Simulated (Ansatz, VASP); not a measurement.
Two plane-wave programs on MgInBi4

```
CELL_PARAMETERS angstrom
0.00000 4.25857 4.25857
4.25857 0.00000 4.25857
4.25857 4.25857 0.00000
ATOMIC_POSITIONS crystal
Bi 0.62500 0.62500 0.62500
Bi 0.12500 0.62500 0.62500
Bi 0.62500 0.62500 0.12500
Bi 0.62500 0.12500 0.62500
Mg 0.00000 0.00000 0.00000
In 0.25000 0.25000 0.25000
```

Alike in both runs: task single point; functional r2SCAN; k mesh 7 × 7 × 7; no spin polarisation.

|  | VASP | Ansatz |
| --- | --- | --- |
| version | VASP 6.6.1 | Ansatz 0.2.0 |
| potentials or method | VASP PAW PBE potentials, release 64 (Bi_d, Mg, In_d), cutoff 520 eV | PAW plane waves |
| occupations | fermi-dirac, width 0.1 eV | fermi-dirac |
| valence electrons in the cell | 75 | 83 |

```csv
,VASP,Ansatz,Ansatz less VASP
pressure (GPa),18.5,18.5,0.00
```

VASP's potentials were made for PBE, not for r2SCAN. VASP's potentials hold 75 valence electrons a cell and Ansatz's 83, so a difference there can come from the potentials and not from the codes.

Neither program's run includes spin-orbit coupling.
